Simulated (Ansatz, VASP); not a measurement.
## AgSn2SeI3: VASP beside Ansatz

```
Ag Sn Se I
1.0
     6.08408    0.00000    0.00000
     0.00000    6.08408    0.00000
     0.00000    0.00000    8.57512
Ag Sn Se I
1 2 1 3
Direct
  0.00000 0.00000 0.00000
  0.50000 0.50000 0.20845
  0.50000 0.50000 0.79155
  0.50000 0.50000 0.50000
  0.00000 0.50000 0.00000
  0.50000 0.00000 0.00000
  0.00000 0.00000 0.50000
```

Alike in both runs: functional PBE; k mesh 2 × 2 × 2; occupations gaussian, width 0.15 eV; no spin polarisation.

Ansatz relaxed the structure, and its values are those at the end. VASP's run is a single point on that final structure, the one shown.

|  | VASP | Ansatz |
| --- | --- | --- |
| version | VASP 6.6.1 | Ansatz 0.2.0 |
| potentials or method | VASP PAW PBE potentials, release 64 (Ag, Sn_d, Se, I), cutoff 520 eV | scalar-relativistic, plane waves, PAW |
| valence electrons in the cell | 66 | 114 |

```tsv
	VASP	Ansatz	Ansatz less VASP
gap on the k mesh at the Fermi level (eV)	0.12	0.12	0.000
least direct gap on the mesh (eV)	0.12	0.12	0.000
pressure (GPa)	0.0	0.1	+0.01
rms of the force components (eV/Å)	0.023	0.019	-0.0043
```

VASP's potentials hold 66 valence electrons a cell and Ansatz's 114, so a difference there can come from the potentials and not from the codes.

The k mesh is coarse, so the values compare programs but aren't converged. Spin-orbit coupling is off throughout.
